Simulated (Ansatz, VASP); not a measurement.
# One calculation of HfC, two programs

The input INCAR:

```
SYSTEM = HfC
ALGO = Normal
EDIFF = 1E-6
EDIFFG = -0.01
ENCUT = 600
GGA = PE
IBRION = 2
ISIF = 3
ISMEAR = 0
LASPH = .True.
LCHARG = .False.
LREAL = .False.
LWAVE = .False.
NELM = 100
NSW = 80
PREC = Accurate
SIGMA = 0.1
```

KPOINTS

```
k-points
0
Gamma
  18 18 8
  0 0 0
```

The input POSCAR:

```
HfC
1.0
    3.2019924580      0.0000000000      0.0000000000
   -1.6009962290      2.7730068113      0.0000000000
    0.0000000000      0.0000000000      5.5243588980
Hf C
2 2
Direct
    0.6666666667      0.3333333333      0.7500000000
    0.3333333333      0.6666666667      0.2500000000
    0.0000000000      0.0000000000      0.0000000000
    0.0000000000      0.0000000000      0.5000000000
```

Input for Ansatz:

```yaml
crystal:
  lattice:
    - [3.201992458, 0.0, 0.0]
    - [-1.600996229, 2.7730068113, 0.0]
    - [0.0, 0.0, 5.524358898]
  atoms:
    - { symbol: Hf, position: [0.6666666667, 0.3333333333, 0.75] }
    - { symbol: Hf, position: [0.3333333333, 0.6666666667, 0.25] }
    - { symbol: C, position: [0.0, 0.0, 0.0] }
    - { symbol: C, position: [0.0, 0.0, 0.5] }
basis:
  ecutwfc: 420
kpoints:
  mp_grid: { grid: [18, 18, 8] }
hamiltonian:
  xc: pbe
scf:
  occupations: { method: gaussian, width: 0.1 }
output:
  forces: true
  stress: true
  eigenvalues: true
relax:
  adjacent_minimum: "off"
  f_tol: 0.01
  max_steps: 60
  cell: { stress_tol: 0.1 }
```

Alike in both runs: task relaxation of cell and atoms; functional PBE; k mesh 18 × 18 × 8; occupations gaussian, width 0.1 eV; no spin polarisation.

|  | VASP | Ansatz |
| --- | --- | --- |
| version | VASP 6.6.1 | Ansatz 0.2.0 |
| potentials or method | VASP PAW PBE potentials, release 64 (Hf_pv, C), cutoff 600 eV | scalar-relativistic, plane waves, PAW |
| valence electrons in the cell | 28 | 60 |

```tsv
	VASP	Ansatz	Ansatz less VASP
gap on the k mesh at the Fermi level, each at its own relaxed structure (eV)	none	none	-
relaxed volume (Å³/atom)	12.50	12.55	+0.044
relaxed cell length with the largest relative difference (Å)	5.218	5.226	+0.0079
```

A gap of «none» marks a metal or a gap that the smearing closes. VASP's potentials hold 28 valence electrons a cell and Ansatz's 60, so a difference there can come from the potentials and not from the codes.

Spin-orbit coupling is off throughout.
